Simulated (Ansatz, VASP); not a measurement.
**ScCdC4N4: VASP beside Ansatz**

```
CELL_PARAMETERS angstrom
7.48260 0.00000 0.00000
0.00000 7.48260 0.00000
0.00000 0.00000 3.24186
ATOMIC_POSITIONS crystal
Sc 0.50000 0.50000 0.00000
Cd 0.00000 0.00000 0.00000
C 0.18909 0.81091 0.00000
C 0.81091 0.18909 0.00000
C 0.18909 0.18909 0.00000
C 0.81091 0.81091 0.00000
N 0.29966 0.70034 0.00000
N 0.70034 0.29966 0.00000
N 0.29966 0.29966 0.00000
N 0.70034 0.70034 0.00000
```

Alike in both runs: task single point; functional PBE; k mesh 2 × 2 × 6; occupations gaussian, width 0.1 eV; no spin polarisation.

|  | VASP | Ansatz |
| --- | --- | --- |
| version | VASP 6.6.1 | Ansatz 0.2.0 |
| potentials or method | VASP PAW PBE potentials, release 64 (Sc_sv, Cd_sv_GW, C, N), cutoff 700 eV | scalar-relativistic, plane waves, PAW |
| valence electrons in the cell | 67 | 67 |

Ansatz gave:

```
gap on the k mesh at the Fermi level (eV)                     : none
pressure (GPa)                                                : 13.1
traceless stress, the component that is largest in VASP (GPa) : -9.55
rms of the force components (eV/Å)                            : 1.439
```

Problem. Which values does VASP return?

Solution. gap on the k mesh at the Fermi level (eV): none; pressure (GPa): 13.5; traceless stress, the component that is largest in VASP (GPa): -10.07; rms of the force components (eV/Å): 1.304.

Atom by atom the forces differ by 0.174 eV/Å (rms over components). A gap of «none» marks a metal or a gap that the smearing closes. With one functional, cell and mesh, what is left measures potentials, basis and numerics.

The k mesh is coarse, so the values compare programs but aren't converged. Noted on VASP's run: the standard files for N, O and F lose accuracy on very short bonds.
